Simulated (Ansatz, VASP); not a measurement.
Two plane-wave programs on CdS

Contents of POSCAR:

```
CdS
1.0
    0.0000000000      2.9968611407      2.9968611407
    2.9968611407      0.0000000000      2.9968611407
    2.9968611407      2.9968611407      0.0000000000
Cd S
1 1
Direct
    0.0000000000      0.0000000000      0.0000000000
    0.2500000000      0.2500000000      0.2500000000
```

Contents of INCAR.step1:

```
SYSTEM = CdS
PREC = Accurate
ENCUT = 550
ISMEAR = 0
SIGMA = 0.01
LREAL = .False.
LASPH = .True.
NELM = 120
NBANDS = 16
GGA = PE
ALGO = Normal
EDIFF = 1E-5
LWAVE = .True.
LCHARG = .False.
GGA_COMPAT = .False.
```

File INCAR.step2:

```
SYSTEM = CdS
PREC = Accurate
ENCUT = 550
EDIFF = 1E-6
ISMEAR = 0
SIGMA = 0.01
LREAL = .False.
LASPH = .True.
NELM = 120
ALGO = Normal
ISIF = 2
LWAVE = .False.
LCHARG = .False.
METAGGA = R2SCAN
LMIXTAU = .True.
NBANDS = 16
ISTART = 1
GGA_COMPAT = .False.
```

Contents of KPOINTS:

```
Automatic mesh
0
Gamma
  6 6 6
  0 0 0
```

Input for Ansatz:

```yaml
crystal:
  lattice:
    - [0.0, 2.9968611407, 2.9968611407]
    - [2.9968611407, 0.0, 2.9968611407]
    - [2.9968611407, 2.9968611407, 0.0]
  atoms:
    - { symbol: Cd, position: [0.0, 0.0, 0.0] }
    - { symbol: S, position: [0.25, 0.25, 0.25] }
kpoints:
  mp_grid: { grid: [6, 6, 6] }
hamiltonian:
  xc: r2scan
scf:
  occupations: { method: fixed }
  n_extra_bands: 4
output:
  forces: true
  stress: true
  eigenvalues: true
```

Alike in both runs: task single point; functional r2SCAN; k mesh 6 × 6 × 6; no spin polarisation.

|  | VASP | Ansatz |
| --- | --- | --- |
| version | VASP 6.6.1 | Ansatz 0.2.0 |
| potentials or method | VASP PAW PBE potentials, release 64 (Cd, S) | plane waves, PAW |
| plane-wave cutoff (eV) | 550 | 500 |
| occupations | gaussian, width 0.01 eV | fixed |
| valence electrons in the cell | 18 | 26 |

|  | VASP | Ansatz | Ansatz less VASP |
| --- | --- | --- | --- |
| gap on the k mesh at the Fermi level (eV) | 1.40 | 1.40 | +0.007 |
| pressure (GPa) | -2.9 | -3.1 | -0.22 |

VASP's potentials were made for PBE, not for r2SCAN. VASP's potentials hold 18 valence electrons a cell and Ansatz's 26, so a difference there can come from the potentials and not from the codes.
